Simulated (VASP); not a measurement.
AlN:

```
Al N
1.0
     0.00000    2.20159    2.20159
     2.20159    0.00000    2.20159
     2.20159    2.20159    0.00000
Al N
1 1
Direct
  0.00000 0.00000 0.00000
  0.75000 0.75000 0.75000
```

```yaml
Program: VASP 6.6.1
Task: relaxation of cell and atoms
Functional: LDA
Potentials_or_basis: VASP PAW LDA potentials, release 64 (Al, N)
Cutoff: 600 eV
k_mesh: 10 × 10 × 10
Occupations: fermi-dirac, width 0.02 eV
Spin: no spin polarisation
```

At the start: pressure -7.7 GPa; volume 10.67 Å³/atom.

Where does the relaxation end?

Over 3 steps the energy falls by 10.2 meV/atom and the volume is 10.26 Å³/atom (-3.8 %); space group F-43m (No. 216, to 0.1 Å) before and after.

The path:
| step | energy change (eV) | largest force (eV/Å) | pressure (GPa) | volume (Å³) |
| --- | --- | --- | --- | --- |
| 1 | 0.0000 | 0.0000 | -7.67 | 21.34 |
| 2 | -0.0029 | 0.0000 | 8.07 | 19.80 |
| 3 | -0.0204 | 0.0000 | -0.05 | 20.52 |

Final structure:
```yaml
crystal:
  lattice:
    - [0.00000, 2.17304, 2.17304]
    - [2.17304, 0.00000, 2.17304]
    - [2.17304, 2.17304, 0.00000]
  atoms:
    - { symbol: Al, position: [0.00000, 0.00000, 0.00000] }
    - { symbol: N, position: [0.75000, 0.75000, 0.75000] }
```
